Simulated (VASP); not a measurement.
# Zn7Cd9 (C2) in VASP: notebook

Zn7Cd9 is run at these levels: PBE; tasks: single point.

All numbers are computed with VASP 6.6.1; they aren't measurements. Logs are shortened: lines on timing, memory, paths and dates and some standing lists are left out, and cuts for length are marked.

### Step 1. The cell of the first run

It takes space group C2 (No. 5, monoclinic). The conventional cell has a = 5.958 Å, b = 10.319 Å, c = 11.235 Å, α = 90.00°, β = 90.00°, γ = 90.00°. Within 3.9 Å of Cd (site symmetry 1) lie 6 Cd at 2.98 to 3.29 Å and 6 Zn at 2.98 to 3.29 Å. Within 3.9 Å of Cd (site symmetry 2) lie 8 Cd at 2.98 to 3.29 Å and 4 Zn at 3.29 Å. Cd (site symmetry 2) has 10 Zn at 2.98 to 3.29 Å and 2 Cd at 3.29 Å within 3.9 Å. Cd (site symmetry 1) has 9 Cd at 2.98 to 3.29 Å and 3 Zn at 3.29 Å within 3.9 Å. Within 3.9 Å of Cd (site symmetry 2) lie 10 Cd at 2.98 to 3.29 Å and 2 Zn at 3.29 Å. Cd (site symmetry 1) has 7 Zn at 2.98 to 3.29 Å and 5 Cd at 2.98 to 3.29 Å within 3.9 Å. Zn (site symmetry 1) has 8 Cd at 2.98 to 3.29 Å and 4 Zn at 2.98 to 3.29 Å within 3.9 Å. Zn (site symmetry 1) has 8 Cd at 2.98 to 3.29 Å and 4 Zn at 2.98 to 3.29 Å within 3.9 Å.

### Step 2. Single point, PBE

INCAR reads:

```
SYSTEM = Zn7Cd9
ALGO     = Normal         ! electronic algorithm
EDIFF    = 1E-6           ! SCF threshold, eV
ENCUT    = 520            ! plane-wave cutoff, eV
GGA      = PE             ! functional
ISIF     = 2              ! what is computed and relaxed
ISMEAR   = 1              ! smearing method
LASPH    = .TRUE.         ! aspherical terms in the spheres
LCHARG   = .FALSE.        ! write CHGCAR
LREAL    = Auto         
LWAVE    = .FALSE.        ! write WAVECAR
NBANDS   = 110            ! bands
NELM     = 60             ! most SCF steps
PREC     = Accurate       ! precision mode
SIGMA    = 0.1            ! smearing width, eV
```

KPOINTS reads:

```
k-points
0
G
  4 4 2
  0 0 0
```

POSCAR reads:

```
Zn7Cd9
1.0
    5.9577400000      0.0000000000      0.0000000000
   -2.9788700000      5.1595540000      0.0000000000
    0.0000000000      0.0000000000     11.2353000000
Cd Zn
9 7
Direct
    0.1666666667      0.3333333333      0.1250000000
    0.3333333333      0.1666666667      0.3750000000
    0.3333333333      0.1666666667      0.8750000000
    0.3333333333      0.6666666667      0.3750000000
    0.8333333333      0.1666666667      0.3750000000
    0.6666666667      0.3333333333      0.6250000000
    0.6666666667      0.8333333333      0.1250000000
    0.8333333333      0.6666666667      0.3750000000
    0.6666666667      0.8333333333      0.6250000000
    0.1666666667      0.3333333333      0.6250000000
    0.1666666667      0.8333333333      0.1250000000
    0.1666666667      0.8333333333      0.6250000000
    0.3333333333      0.6666666667      0.8750000000
    0.6666666667      0.3333333333      0.1250000000
    0.8333333333      0.1666666667      0.8750000000
    0.8333333333      0.6666666667      0.8750000000
```

Potentials or basis: VASP PAW PBE potentials, release 64 (Cd, Zn).

Command:

```sh
$ cat potpaw_PBE.64/Cd/POTCAR potpaw_PBE.64/Zn/POTCAR > POTCAR
$ mpirun -np 1 vasp_std > vasp.out
```

OUTCAR:

```text
SYSTEM = Zn7Cd9
   EDIFF = 1E-6
   ENCUT = 520
   GGA = PE
   ISIF = 2
   ISMEAR = 1
   LASPH = .TRUE.
   LREAL = Auto
   NELM = 60
   PREC = Accurate

 ion  position               nearest neighbor table
   1  0.167  0.333  0.125-   7 2.98  11 2.98  11 2.98   7 2.98  14 2.98  14 2.98   4 3.29  13 3.29
                             2 3.29   3 3.29  15 3.29   5 3.29
   2  0.333  0.167  0.375-   4 2.98   8 2.98   4 2.98   8 2.98   5 2.98   5 2.98  12 3.29  11 3.29
                            10 3.29   1 3.29  14 3.29   6 3.29
   3  0.333  0.167  0.875-  13 2.98  16 2.98  13 2.98  16 2.98  15 2.98  15 2.98  11 3.29  12 3.29
                             1 3.29  10 3.29  14 3.29   6 3.29
   4  0.333  0.667  0.375-   2 2.98   5 2.98   2 2.98   5 2.98   8 2.98   8 2.98  10 3.29   1 3.29
                            12 3.29  11 3.29   7 3.29   9 3.29
   5  0.833  0.167  0.375-   4 2.98   8 2.98   8 2.98   4 2.98   2 2.98   2 2.98   9 3.29   7 3.29
                            14 3.29   6 3.29   1 3.29  10 3.29
   6  0.667  0.333  0.625-   9 2.98  12 2.98   9 2.98  12 2.98  10 2.98  10 2.98  16 3.29   8 3.29
                             5 3.29  15 3.29   2 3.29   3 3.29
   7  0.667  0.833  0.125-   1 2.98  14 2.98  14 2.98   1 2.98  11 2.98  11 2.98  15 3.29   5 3.29
                            16 3.29   8 3.29   4 3.29  13 3.29
   8  0.833  0.667  0.375-   2 2.98   5 2.98   5 2.98   2 2.98   4 2.98   4 2.98  14 3.29   6 3.29
                             7 3.29   9 3.29  11 3.29  12 3.29
   9  0.667  0.833  0.625-   6 2.98  10 2.98   6 2.98  10 2.98  12 2.98  12 2.98  15 3.29   5 3.29
                            16 3.29   8 3.29  13 3.29   4 3.29
  10  0.167  0.333  0.625-   9 2.98  12 2.98  12 2.98   9 2.98   6 2.98   6 2.98   4 3.29   3 3.29
                             2 3.29   5 3.29
  11  0.167  0.833  0.125-   1 2.98  14 2.98   1 2.98  14 2.98   7 2.98   7 2.98   3 3.29   2 3.29
                             4 3.29   8 3.29
  12  0.167  0.833  0.625-   6 2.98  10 2.98  10 2.98   6 2.98   9 2.98   9 2.98   2 3.29   3 3.29
                             4 3.29   8 3.29
  13  0.333  0.667  0.875-   3 2.98  15 2.98   3 2.98  15 2.98  16 2.98  16 2.98   1 3.29   9 3.29
                             7 3.29
  14  0.667  0.333  0.125-   7 2.98  11 2.98   7 2.98  11 2.98   1 2.98   1 2.98   8 3.29   5 3.29
                             3 3.29   2 3.29
  15  0.833  0.167  0.875-  13 2.98  16 2.98  16 2.98  13 2.98   3 2.98   3 2.98   9 3.29   7 3.29
                             6 3.29   1 3.29
  16  0.833  0.667  0.875-   3 2.98  15 2.98  15 2.98   3 2.98  13 2.98  13 2.98   6 3.29   9 3.29
                             7 3.29

  LATTYP: Found a hexagonal cell.
 ALAT       =     5.9577400000
 C/A-ratio  =     1.8858325472

  Lattice vectors:

 A1 = (   5.9577400000,   0.0000000000,   0.0000000000)
 A2 = (  -2.9788700000,   5.1595540000,   0.0000000000)
 A3 = (   0.0000000000,   0.0000000000,  11.2353000000)

Analysis of symmetry for initial positions (statically):
=====================================================================
 Subroutine PRICEL returns:
 Original cell was already a primitive cell.

 Routine SETGRP: Setting up the symmetry group for a
 hexagonal supercell.

 Subroutine GETGRP returns: Found  2 space group operations
 (whereof  1 operations were pure point group operations)
 out of a pool of 24 trial point group operations.

The static configuration has the point symmetry C_1 .
 The point group associated with its full space group is C_2 .

Analysis of symmetry for dynamics (positions and initial velocities):
=====================================================================
 Subroutine PRICEL returns:
 Original cell was already a primitive cell.

 Routine SETGRP: Setting up the symmetry group for a
 hexagonal supercell.

 Subroutine GETGRP returns: Found  2 space group operations
 (whereof  1 operations were pure point group operations)
 out of a pool of 24 trial point group operations.

The dynamic configuration has the point symmetry C_1 .
 The point group associated with its full space group is C_2 .

 Subroutine INISYM returns: Found  2 space group operations
 (whereof  1 operations are pure point group operations),
 and found     1 'primitive' translations

----------------------------------------------------------------------------------------

                                     Primitive cell

  volume of cell :     345.3650

  direct lattice vectors                    reciprocal lattice vectors
     5.957740000  0.000000000  0.000000000     0.167848882  0.096907601  0.000000000
    -2.978870000  5.159554000  0.000000000     0.000000000  0.193815202  0.000000000
     0.000000000  0.000000000 11.235300000     0.000000000  0.000000000  0.089005189

  length of vectors
     5.957740000  5.957739836 11.235300000     0.193815197  0.193815202  0.089005189

[... 58 lines left out ...]
 Subroutine IBZKPT returns following result:
 ===========================================

 Found     14 irreducible k-points:

 Following reciprocal coordinates:
            Coordinates               Weight
  0.000000  0.000000  0.000000      1.000000
  0.250000  0.000000  0.000000      4.000000
  0.000000  0.250000  0.000000      2.000000
  0.500000  0.000000  0.000000      2.000000
  0.000000  0.500000  0.000000      1.000000
  0.250000  0.250000  0.000000      4.000000
  0.500000  0.250000  0.000000      2.000000
  0.000000  0.000000  0.500000      1.000000
  0.250000  0.000000  0.500000      4.000000
  0.000000  0.250000  0.500000      2.000000
  0.500000  0.000000  0.500000      2.000000
  0.000000  0.500000  0.500000      1.000000
  0.250000  0.250000  0.500000      4.000000
  0.500000  0.250000  0.500000      2.000000
   k-points           NKPTS =     14   k-points in BZ     NKDIM =     14   number of bands    NBANDS=    110
   number of dos      NEDOS =    301   number of ions     NIONS =     16
   total plane-waves  NPLWV = 193536
   dimension x,y,z NGX =    48 NGY =   48 NGZ =   84
   dimension x,y,z NGXF=    96 NGYF=   96 NGZF=  168
   ions per type =               9   7
   NGX,Y,Z   is equivalent  to a cutoff of  13.39, 13.39, 12.43 a.u.
   NGXF,Y,Z  is equivalent  to a cutoff of  26.79, 26.79, 24.86 a.u.
 SYSTEM =  Zn7Cd9
   PREC   = accura    normal or accurate (medium, high low for compatibility)
   ISTART =      0    job   : 0-new  1-cont  2-samecut
   ICHARG =      2    charge: 1-file 2-atom 10-const
   ISPIN  =      1    spin polarized calculation?
   LNONCOLLINEAR =      F non collinear calculations
   LSORBIT =      F    spin-orbit coupling
   LASPH  =      T    aspherical Exc in radial PAW
   ENCUT  =  520.0 eV  38.22 Ry    6.18 a.u.  11.08 11.08 20.89*2*pi/ulx,y,z
   NELM   =     60;   NELMIN=  2; NELMDL= -5     # of ELM steps
   EDIFF  = 0.1E-05   stopping-criterion for ELM
   LREAL  =      T    real-space projection
   EDIFFG = 0.1E-04   stopping-criterion for IOM
   NSW    =      0    number of steps for IOM
   IBRION =     -1    ionic relax: 0-MD 1-quasi-New 2-CG
   NFREE  =      0    steps in history (QN), initial steepest desc. (CG)
   ISIF   =      2    stress and relaxation
   ISYM   =      2    0-nonsym 1-usesym 2-fastsym
   POTIM  = 0.5000    time-step for ionic-motion
   TEBEG  =    0.0;   TEEND  =   0.0 temperature during run
   PSTRESS=    0.0 pullay stress
   NELECT =     192.0000    total number of electrons
   NUPDOWN=      -1.0000    fix difference up-down
   EMIN   =  10.00;   EMAX   =-10.00  energy-range for DOS
   EFERMI =   0.00;   METHOD = LEGACY
   ISMEAR =     1;   SIGMA  =   0.10  broadening in eV -4-tet -1-fermi 0-gaus
   EFERMI_NEDOS =   21; number of points for ismear=-14 and -15
   IALGO  =     38    algorithm
   IMIX   =      4    mixing-type and parameters
     AMIX     =   0.40;   BMIX     =  1.00
     AMIX_MAG =   1.60;   BMIX_MAG =  1.00
  volume/ion in A,a.u.               =      21.59       145.66
  Fermi-wavevector in a.u.,A,eV,Ry     =   1.346116  2.543790 24.654137  1.812028
  Thomas-Fermi vector in A             =   2.473974
   LORBIT       =      0    0 simple, 1 ext, 2 COOP (PROOUT), +10 PAW based schemes
   GGA     = PE    functional components
   LHFCALC =     F    Hartree Fock is set to
   AEXX    =    0.0000 exact exchange contribution
   IVDW    =     0    specifies the selected vdW correction
   LEPSILON=     F    determine dielectric tensor
   LRPA    =     F    only Hartree local field effects (RPA)
 non-spin polarized calculation
 Methfessel and Paxton  Order N= 1 SIGMA  =   0.10
  energy-cutoff  :      520.00
  volume of cell :      345.37
 maximum number of plane-waves:      9324
 NGX is ok and might be reduce to    48
   NGX = 23   NGY = 23   NGZ = 41

 number of electron     191.9999922 magnetization

 Free energy of the ion-electron system (eV)
  ---------------------------------------------------
  ext. energy  EPLUGINS =         0.00000000
  ---------------------------------------------------
  free energy    TOTEN  =       -12.74807465 eV

  energy without entropy =      -12.73841041  energy(sigma->0) =      -12.74485324

 E-fermi :   2.0739     XC(G=0): -10.5116

 val. band max:        2.0664830802   @ k =   0.0000   0.2500   0.0000
 cond. band min:       2.0869575448   @ k =   0.0000   0.2500   0.0000
 fundamental gap:      0.0204744647
 Fermi energy:         2.0739005704

 k-point     1 :       0.0000    0.0000    0.0000
  band No.  band energies     occupation
      1      -7.7553      2.00000
      2      -7.7498      2.00000
      3      -7.7400      2.00000
      4      -7.5884      2.00000
      5      -7.3703      2.00000
      6      -7.3697      2.00000
[... 1543 lines left out ...]
    107       4.8851      0.00000
    108       4.9034      0.00000
 [bands above 108 left out]

------------------------ aborting loop because EDIFF is reached ----------------------------------------

  FORCE on cell =-STRESS in cart. coord.  units (eV):
  Direction    XX          YY          ZZ          XY          YZ          ZX
  --------------------------------------------------------------------------------------
  -------------------------------------------------------------------------------------
  Total       -5.9763580     -5.5923756     -7.1710104      0.0000000      0.0000000     -0.0395168
  in kB      -27.7248244    -25.9434981    -33.2669167      0.0000000      0.0000000     -0.1833219
  external PRESSURE =     -28.9784131 kB  Pullay stress =       0.0000000 kB

 VOLUME and BASIS-vectors are now :
 -----------------------------------------------------------------------------
  energy-cutoff  :      520.00
  volume of cell :      345.37
      direct lattice vectors                 reciprocal lattice vectors
     5.957740000  0.000000000  0.000000000     0.167848882  0.096907601  0.000000000
    -2.978870000  5.159554000  0.000000000     0.000000000  0.193815202  0.000000000
     0.000000000  0.000000000 11.235300000     0.000000000  0.000000000  0.089005189

 POSITION                                       TOTAL-FORCE (eV/Angst)
 -----------------------------------------------------------------------------------
      0.00000      1.71985      1.40441        -0.039634      0.021624     -0.187583
      1.48943      0.85993      4.21324         0.000000     -0.052739      0.000000
      1.48943      0.85993      9.83089         0.000000     -0.054144      0.000000
     -0.00000      3.43970      4.21324        -0.080919      0.004649      0.050920
      4.46830      0.85993      4.21324         0.000000      0.041449      0.000000
      2.97887      1.71985      7.02206         0.039634      0.021624      0.187583
[... 8 lines left out ...]
      4.46830      0.85993      9.83089         0.000000      0.016023      0.000000
      2.97887      3.43970      9.83089         0.049540      0.010012      0.045252
 -----------------------------------------------------------------------------------
    total drift:                               -0.000001      0.000024      0.000000

  FREE ENERGIE OF THE ION-ELECTRON SYSTEM (eV)
  ---------------------------------------------------
  free  energy   TOTEN  =       -12.7480746490 eV

  energy  without entropy=      -12.7384104124  energy(sigma->0) =      -12.74485324
```

It took 24 min on 1 thread of Intel Xeon 8259CL, shared host; peak memory 0.67 GiB.

What came out:

- Free energy: -12.7481 eV
- Pressure: -2.9 GPa
- Largest force: 0.242 eV/Å
- Band gap on the k mesh: zero (bands 96 and 97 overlap by 1.43 eV)

Forces on the atoms (eV/Å):
```
Cd  -0.040  0.022 -0.188
Cd   0.000 -0.053  0.000
Cd   0.000 -0.054  0.000
Cd  -0.081  0.005  0.051
Cd   0.000  0.041  0.000
Cd   0.040  0.022  0.188
Cd   0.002  0.001 -0.242
Cd   0.081  0.005 -0.051
Cd  -0.002  0.001  0.242
Zn  -0.028  0.018  0.129
Zn  -0.004 -0.031 -0.130
Zn   0.004 -0.031  0.130
Zn  -0.050  0.010 -0.045
Zn   0.028  0.018 -0.129
Zn   0.000  0.016  0.000
Zn   0.050  0.010  0.045
```

### Step 3. Single point, PBE

INCAR reads:

```
PREC = Accurate
ENCUT = 520
EDIFF = 1E-6
ISMEAR = 1
SIGMA = 0.1
LREAL = Auto
LASPH = T
NELM = 100
ALGO = Normal
ISIF = 2
LWAVE = F
LCHARG = F
GGA = PE
NBANDS = 110
```

KPOINTS reads:

```
regular mesh
0
Gamma
  4 4 2
```

POSCAR reads:

```
Zn7Cd9
1.0
    5.9577400000      0.0000000000      0.0000000000
   -2.9788700000      5.1595540000      0.0000000000
    0.0000000000      0.0000000000     11.2353000000
Zn Cd
7 9
Direct
    0.1666666667      0.3333333333      0.1250000000
    0.1666666667      0.3333333333      0.6250000000
    0.3333333333      0.1666666667      0.8750000000
    0.1666666667      0.8333333333      0.6250000000
    0.6666666667      0.3333333333      0.1250000000
    0.6666666667      0.8333333333      0.1250000000
    0.6666666667      0.8333333333      0.6250000000
    0.3333333333      0.1666666667      0.3750000000
    0.1666666667      0.8333333333      0.1250000000
    0.3333333333      0.6666666667      0.3750000000
    0.3333333333      0.6666666667      0.8750000000
    0.8333333333      0.1666666667      0.3750000000
    0.6666666667      0.3333333333      0.6250000000
    0.8333333333      0.1666666667      0.8750000000
    0.8333333333      0.6666666667      0.3750000000
    0.8333333333      0.6666666667      0.8750000000
```

Potentials or basis: VASP PAW PBE potentials, release 64 (Zn, Cd).

Command:

```sh
$ cat potpaw_PBE.64/Zn/POTCAR potpaw_PBE.64/Cd/POTCAR > POTCAR
$ mpirun -np 1 vasp_std > vasp.out
```

Wall time 14 min (1 thread of Intel Xeon Platinum 8375C at 2.90GHz (Ice Lake), shared host); peak memory 0.66 GiB.

The run converged. Its results:

```yaml
Free_energy: -12.7665 eV
Pressure: -3.0 GPa
Largest_force: 0.102 eV/Å
Band_gap_on_the_k_mesh: zero (bands 96 and 97 overlap by 1.32 eV)
```

Forces on the atoms (eV/Å):
```
Zn   0.037 -0.028 -0.059
Zn   0.043 -0.018  0.059
Zn  -0.032  0.018  0.000
Zn   0.001  0.043  0.059
Zn  -0.037 -0.022 -0.059
Zn   0.005  0.005 -0.015
Zn  -0.002 -0.007  0.015
Cd  -0.044  0.025  0.000
Cd  -0.004  0.060 -0.082
Cd   0.035 -0.030  0.051
Cd   0.032 -0.032 -0.053
Cd   0.044 -0.015 -0.051
Cd  -0.054 -0.026  0.082
Cd   0.044 -0.012  0.053
Cd  -0.036  0.021  0.000
Cd  -0.031  0.018  0.000
```

Stress tensor (GPa, compression positive):
```
-2.56  0.00  0.02
 0.00 -2.56  0.03
 0.02  0.03 -3.76
```

Levels at points of the mesh, in eV from the Fermi level:
```csv
k point,band 92,band 93,band 94,band 95,band 96,band 97,band 98,band 99,band 100,band 101
"(0.00, 0.00, 0.00)",-1.29,-1.28,-1.26,-1.23,-1.19,-1.18,-0.52,-0.38,-0.23,-0.08
"(0.50, 0.00, 0.00)",-2.14,-2.05,-1.97,-0.71,-0.66,0.75,0.86,2.32,2.38,2.49
"(0.50, 0.50, 0.00)",-2.17,-2.10,-1.90,-0.72,-0.65,0.64,0.96,2.26,2.47,2.50
"(0.00, 0.00, 0.50)",-1.59,-1.58,-1.56,-1.49,-1.48,0.04,0.13,0.57,0.61,0.61
"(0.50, 0.00, 0.50)",-3.08,-0.83,-0.75,-0.63,-0.59,1.53,1.60,1.66,1.71,2.49
"(0.50, 0.50, 0.50)",-3.06,-0.84,-0.72,-0.64,-0.61,1.55,1.60,1.66,1.69,2.46
```

The gap in the log of VASP goes by the Fermi energy; the results here count the filled bands.